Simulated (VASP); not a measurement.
A run of VASP 6.6.1 is set up as follows.

The input INCAR:

```
SYSTEM = PbO
PREC = Accurate ; ENCUT = 520
EDIFF = 1E-6 ; ISMEAR = -1
SIGMA = 0.05 ; LREAL = .FALSE.
LASPH = .TRUE. ; NELM = 80
ALGO = Normal ; ISIF = 2
LWAVE = .FALSE. ; LCHARG = .FALSE.
GGA = PS ; NBANDS = 50
```

KPOINTS

```
regular mesh
0
G
  5 5 6
  0 0 0
```

File POSCAR:

```
PbO
1.0
    5.9533246568      0.0000000000      0.0000000000
    0.0000000000      5.5480608953      0.0000000000
    0.0000000000      0.0000000000      4.8054150523
Pb O
4 4
Direct
    0.7690000000      0.5140000000      0.2500000000
    0.2310000000      0.4860000000      0.7500000000
    0.7690000000      0.9860000000      0.7500000000
    0.2310000000      0.0140000000      0.2500000000
    0.1320000000      0.5820000000      0.2500000000
    0.8680000000      0.4180000000      0.7500000000
    0.1320000000      0.9180000000      0.7500000000
    0.8680000000      0.0820000000      0.2500000000
```

Potentials or basis: VASP PAW PBE potentials, release 64 (Pb_d, O).

Run with:

```console
$ cat potpaw_PBE.64/Pb_d/POTCAR potpaw_PBE.64/O/POTCAR > POTCAR
$ mpirun -np 1 vasp_std > vasp.out
```

(1) Predict the largest force.

(2) What does it give for the band gap on the k mesh?

Results:

(1) 1.151 eV/Å.

(2) 1.84 eV, indirect (least direct gap 2.03 eV).

Caveat: the PAW data sets were made with another functional, which shifts forces and pressure a little; spin-orbit coupling is left out, which moves the levels of the heavy elements.
